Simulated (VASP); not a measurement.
# NaI (P6_3/mmc) in VASP: notebook, part 2 of 2

VASP 6.6.1. Earlier steps stand in the parts before.

## 4. Single point, PBE (40.99 Å³/atom)

This run uses another cell than the first one, of 40.99 Å³/atom.

The input, INCAR:

```
  ALGO = Normal
  EDIFF = 1E-7
  ENCUT = 520
  GGA = PE
  ISIF = 2
  ISMEAR = 0
  LASPH = True
  LCHARG = False
  LREAL = False
  LWAVE = False
  NBANDS = 22
  NELM = 80
  PREC = Accurate
  SIGMA = 0.01
```

The input, KPOINTS:

```
k-points
0
Gamma
  6 6 4
```

The input, POSCAR:

```
NaI
1.0
    5.4125998622      0.0000000000      0.0000000000
   -2.7062999311      4.6874489812      0.0000000000
    0.0000000000      0.0000000000      6.4631690349
Na I
2 2
Direct
    0.3333333333      0.6666666667      0.2500000000
    0.6666666667      0.3333333333      0.7500000000
    0.6666666667      0.3333333333      0.2500000000
    0.3333333333      0.6666666667      0.7500000000
```

Potentials or basis: VASP PAW PBE potentials, release 64 (Na_pv, I).

Command:

```console
$ cat potpaw_PBE.64/Na_pv/POTCAR potpaw_PBE.64/I/POTCAR > POTCAR
$ mpirun -np 1 vasp_std > vasp.out
```

OUTCAR:

```text
EDIFF = 1E-7
   ENCUT = 520
   GGA = PE
   ISIF = 2
   ISMEAR = 0
   LASPH = True
   LREAL = False
   NELM = 80
   PREC = Accurate

 ion  position               nearest neighbor table
   1  0.333  0.667  0.250-   3 3.12   3 3.12   3 3.12
   2  0.667  0.333  0.750-   4 3.12   4 3.12   4 3.12
   3  0.667  0.333  0.250-   1 3.12   1 3.12   1 3.12
   4  0.333  0.667  0.750-   2 3.12   2 3.12   2 3.12

  LATTYP: Found a hexagonal cell.
 ALAT       =     5.4125998622
 C/A-ratio  =     1.1940969588

  Lattice vectors:

 A1 = (   5.4125998622,   0.0000000000,   0.0000000000)
 A2 = (  -2.7062999311,   4.6874489812,   0.0000000000)
 A3 = (   0.0000000000,   0.0000000000,   6.4631690349)

Analysis of symmetry for initial positions (statically):
=====================================================================
 Subroutine PRICEL returns:
 Original cell was already a primitive cell.

[... 165 lines left out ...]
  ext. energy  EPLUGINS =         0.00000000
  ---------------------------------------------------
  free energy    TOTEN  =       -10.66408883 eV

  energy without entropy =      -10.66408883  energy(sigma->0) =      -10.66408883

 E-fermi :  -0.2413     XC(G=0):  -6.7708

 val. band max:       -0.3216885815   @ k =   0.0000   0.0000   0.0000
 cond. band min:       3.2390607699   @ k =   0.0000   0.0000   0.0000
 fundamental gap:      3.5607493515
 Fermi energy:        -0.2413068278

 k-point     1 :       0.0000    0.0000    0.0000
  band No.  band energies     occupation
      1     -22.7875      2.00000
      2     -22.7875      2.00000
      3     -22.7860      2.00000
      4     -22.7860      2.00000
      5     -22.7842      2.00000
      6     -22.7802      2.00000
[... 514 lines left out ...]
     21       8.1310      0.00000
     22       8.1310      0.00000

------------------------ aborting loop because EDIFF is reached ----------------------------------------

  FORCE on cell =-STRESS in cart. coord.  units (eV):
  Direction    XX          YY          ZZ          XY          YZ          ZX
  --------------------------------------------------------------------------------------
  -------------------------------------------------------------------------------------
  Total        0.4160092      0.4160092      0.4353506      0.0000000      0.0000000      0.0000000
  in kB        4.0646720      4.0646720      4.2536503      0.0000000      0.0000000      0.0000000
  external PRESSURE =       4.1276648 kB  Pullay stress =       0.0000000 kB

 VOLUME and BASIS-vectors are now :
 -----------------------------------------------------------------------------
  energy-cutoff  :      520.00
  volume of cell :      163.98
      direct lattice vectors                 reciprocal lattice vectors
     5.412599862  0.000000000  0.000000000     0.184754097  0.106667828  0.000000000
    -2.706299931  4.687448981  0.000000000     0.000000000  0.213335655  0.000000000
     0.000000000  0.000000000  6.463169035     0.000000000  0.000000000  0.154722860

 POSITION                                       TOTAL-FORCE (eV/Angst)
 -----------------------------------------------------------------------------------
     -0.00000      3.12497      1.61579         0.000000      0.000000      0.000000
      2.70630      1.56248      4.84738        -0.000000     -0.000000      0.000000
      2.70630      1.56248      1.61579         0.000000     -0.000000      0.000000
     -0.00000      3.12497      4.84738        -0.000000     -0.000000      0.000000
 -----------------------------------------------------------------------------------
    total drift:                                0.000000     -0.000000      0.000000

  FREE ENERGIE OF THE ION-ELECTRON SYSTEM (eV)
  ---------------------------------------------------
  free  energy   TOTEN  =       -10.6640888250 eV

  energy  without entropy=      -10.6640888250  energy(sigma->0) =      -10.66408883
```

Wall time 77 s (1 thread of Intel Xeon 8259CL, shared host); peak memory 0.28 GiB.

What came out:

```yaml
Free_energy: -10.6641 eV
Pressure: 0.4 GPa
Band_gap_on_the_k_mesh: 3.56 eV
```

Caveat: spin-orbit coupling is left out, which moves the levels of the heavy elements. A k mesh can miss the band edges.

## 5. Single point, PBE

This run uses another cell than the first one, of 42.26 Å³/atom.

The input, INCAR:

```
PREC = Accurate
ENCUT = 520
EDIFF = 1E-6
ISMEAR = 0
SIGMA = 0.01
LREAL = F
LASPH = T
NELM = 100
ALGO = Normal
ISIF = 2
LWAVE = F
LCHARG = T
GGA = PE
LELF = T
LVHAR = T
NBANDS = 22
```

The input, KPOINTS:

```
regular mesh
0
Gamma
  6 6 4
```

The input, POSCAR:

```
NaI
1.0
    5.4678342879      0.0000000000      0.0000000000
   -2.7339171440      4.7352833970      0.0000000000
    0.0000000000      0.0000000000      6.5291242947
Na I
2 2
Direct
    0.3333333333      0.6666666667      0.2500000000
    0.6666666667      0.3333333333      0.7500000000
    0.6666666667      0.3333333333      0.2500000000
    0.3333333333      0.6666666667      0.7500000000
```

Potentials or basis: VASP PAW PBE potentials, release 64 (Na_pv, I).

Command:

```console
$ cat potpaw_PBE.64/Na_pv/POTCAR potpaw_PBE.64/I/POTCAR > POTCAR
$ mpirun -np 1 vasp_std > vasp.out
```

OUTCAR:

```text
PREC = Accurate
   ENCUT = 520
   EDIFF = 1E-6
   ISMEAR = 0
   LREAL = F
   LASPH = T
   NELM = 100
   ISIF = 2
   GGA = PE

 ion  position               nearest neighbor table
   1  0.333  0.667  0.250-   3 3.16   3 3.16   3 3.16
   2  0.667  0.333  0.750-   4 3.16   4 3.16   4 3.16
   3  0.667  0.333  0.250-   1 3.16   1 3.16   1 3.16
   4  0.333  0.667  0.750-   2 3.16   2 3.16   2 3.16

  LATTYP: Found a hexagonal cell.
 ALAT       =     5.4678342879
 C/A-ratio  =     1.1940969589

  Lattice vectors:

 A1 = (   5.4678342879,   0.0000000000,   0.0000000000)
 A2 = (  -2.7339171440,   4.7352833970,   0.0000000000)
 A3 = (   0.0000000000,   0.0000000000,   6.5291242947)

Analysis of symmetry for initial positions (statically):
=====================================================================
 Subroutine PRICEL returns:
 Original cell was already a primitive cell.

 Routine SETGRP: Setting up the symmetry group for a
 hexagonal supercell.

 Subroutine GETGRP returns: Found 24 space group operations
 (whereof 12 operations were pure point group operations)
[... 164 lines left out ...]

  energy without entropy =      -10.67091013  energy(sigma->0) =      -10.67091013

 E-fermi :  -0.3580     XC(G=0):  -6.6604

 val. band max:       -0.4963051549   @ k =   0.0000   0.0000   0.0000
 cond. band min:       3.0191726470   @ k =   0.0000   0.0000   0.0000
 fundamental gap:      3.5154778019
 Fermi energy:        -0.3579715784

 k-point     1 :       0.0000    0.0000    0.0000
  band No.  band energies     occupation
      1     -22.9994      2.00000
      2     -22.9994      2.00000
      3     -22.9980      2.00000
      4     -22.9980      2.00000
      5     -22.9960      2.00000
      6     -22.9926      2.00000
[... 514 lines left out ...]
     21       7.8939      0.00000
     22       7.8939      0.00000

------------------------ aborting loop because EDIFF is reached ----------------------------------------

  FORCE on cell =-STRESS in cart. coord.  units (eV):
  Direction    XX          YY          ZZ          XY          YZ          ZX
  --------------------------------------------------------------------------------------
  -------------------------------------------------------------------------------------
  Total        0.0245896      0.0245896      0.0020081     -0.0000000      0.0000000      0.0000000
  in kB        0.2330484      0.2330484      0.0190315     -0.0000000      0.0000000      0.0000000
  external PRESSURE =       0.1617094 kB  Pullay stress =       0.0000000 kB

 VOLUME and BASIS-vectors are now :
 -----------------------------------------------------------------------------
  energy-cutoff  :      520.00
  volume of cell :      169.05
      direct lattice vectors                 reciprocal lattice vectors
     5.467834288  0.000000000  0.000000000     0.182887766  0.105590301  0.000000000
    -2.733917144  4.735283397  0.000000000     0.000000000  0.211180602  0.000000000
     0.000000000  0.000000000  6.529124295     0.000000000  0.000000000  0.153159896

 POSITION                                       TOTAL-FORCE (eV/Angst)
 -----------------------------------------------------------------------------------
     -0.00000      3.15686      1.63228        -0.000000     -0.000000      0.000000
      2.73392      1.57843      4.89684         0.000000      0.000000      0.000000
      2.73392      1.57843      1.63228        -0.000000      0.000000     -0.000000
     -0.00000      3.15686      4.89684         0.000000     -0.000000     -0.000000
 -----------------------------------------------------------------------------------
    total drift:                               -0.000000     -0.000000     -0.000000

  FREE ENERGIE OF THE ION-ELECTRON SYSTEM (eV)
  ---------------------------------------------------
  free  energy   TOTEN  =       -10.6709101323 eV

  energy  without entropy=      -10.6709101323  energy(sigma->0) =      -10.67091013
```

stdout:

```text
POSCAR found type information on POSCAR NaI
 POSCAR found :  2 types and       4 ions
 scaLAPACK will be used
 LDA part: xc-table for (Slater+PW92), standard interpolation
 POSCAR, INCAR and KPOINTS ok, starting setup
 FFT: planning ... GRIDC
 FFT: planning ... GRID_SOFT
 FFT: planning ... GRID
 WAVECAR not read
 entering main loop
```

Run time: 99 s. Hardware: 1 thread of Intel Xeon 8259CL, shared host; peak memory 0.3 GiB.

What came out:

```
Free energy            : -10.6709 eV
Pressure               : 0.0 GPa
Band gap on the k mesh : 3.52 eV
```

Caveat: spin-orbit coupling is left out, which moves the levels of the heavy elements. A k mesh can miss the band edges.

## 6. Single point, PBE (43.53 Å³/atom)

This run uses another cell than the first one, of 43.53 Å³/atom.

The input, INCAR:

```
  PREC = Accurate
  ENCUT = 520
  EDIFF = 1E-6
  ISMEAR = 0
  SIGMA = 0.01
  LREAL = False
  LASPH = True
  NELM = 60
  ALGO = Normal
  ISIF = 2
  LWAVE = False
  LCHARG = False
  GGA = PE
  NBANDS = 22
```

KPOINTS is that of step 5.

The input, POSCAR:

```
NaI
1.0
    5.5219747821      0.0000000000      0.0000000000
   -2.7609873910      4.7821704403      0.0000000000
    0.0000000000      0.0000000000      6.5937732941
Na I
2 2
Direct
    0.3333333333      0.6666666667      0.2500000000
    0.6666666667      0.3333333333      0.7500000000
    0.6666666667      0.3333333333      0.2500000000
    0.3333333333      0.6666666667      0.7500000000
```

Potentials or basis: VASP PAW PBE potentials, release 64 (Na_pv, I).

Command:

```console
$ cat potpaw_PBE.64/Na_pv/POTCAR potpaw_PBE.64/I/POTCAR > POTCAR
$ mpirun -np 1 vasp_std > vasp.out
```

Run time: 1.7 min. Hardware: 1 thread of Intel Xeon 8259CL, shared host; peak memory 0.31 GiB.

It converged, with:

| Property | Result |
| --- | --- |
| Free energy | -10.6662 eV |
| Pressure | -0.3 GPa |
| Band gap on the k mesh | 3.47 eV |

Levels at points of the mesh, in eV from the valence-band top:
| k point | band 10 | band 11 | band 12 | band 13 | band 14 | band 15 | band 16 | band 17 | band 18 | band 19 |
| --- | --- | --- | --- | --- | --- | --- | --- | --- | --- | --- |
| (0.00, 0.00, 0.00) | -0.83 | -0.83 | -0.33 | -0.33 | 0.00 | 3.47 | 4.66 | 6.79 | 6.79 | 7.75 |
| (0.50, 0.00, 0.00) | -1.06 | -1.05 | -0.88 | -0.56 | -0.27 | 5.05 | 5.28 | 6.54 | 6.64 | 6.97 |
| (0.00, 0.00, 0.50) | -0.99 | -0.59 | -0.59 | -0.59 | -0.59 | 4.97 | 4.97 | 6.67 | 6.67 | 6.67 |
| (0.50, 0.00, 0.50) | -1.63 | -0.70 | -0.70 | -0.25 | -0.25 | 5.33 | 5.33 | 6.95 | 6.95 | 7.79 |

Caveat: spin-orbit coupling is left out, which moves the levels of the heavy elements.

## 7. Overview

| cell | gap on the mesh (eV) | pressure (GPa) |
| --- | --- | --- |
| a = 5.356, b = 5.356, c = 6.396 Å, angles 90.0, 90.0, 120.0°, 4 atoms | 3.61 | 0.9 |
| a = 5.416, b = 5.416, c = 6.462 Å, angles 90.0, 90.0, 120.0°, 4 atoms | 3.56 | 0.4 |
| a = 5.413, b = 5.413, c = 6.463 Å, angles 90.0, 90.0, 120.0°, 4 atoms | 3.56 | 0.4 |
| a = 5.468, b = 5.468, c = 6.529 Å, angles 90.0, 90.0, 120.0°, 4 atoms | 3.52 | 0.0 |
| a = 5.522, b = 5.522, c = 6.594 Å, angles 90.0, 90.0, 120.0°, 4 atoms | 3.47 | -0.3 |

Alike in all rows: task single point; level PBE; potentials or basis VASP PAW PBE potentials, release 64 (Na_pv, I); no spin polarisation; k mesh 6 × 6 × 4; cutoff (eV) 520; smearing gaussian 0.01 eV.

Caveats: spin-orbit coupling is left out, which moves the levels of the heavy elements.

Absolute energies hang on the potentials; compare differences alone.
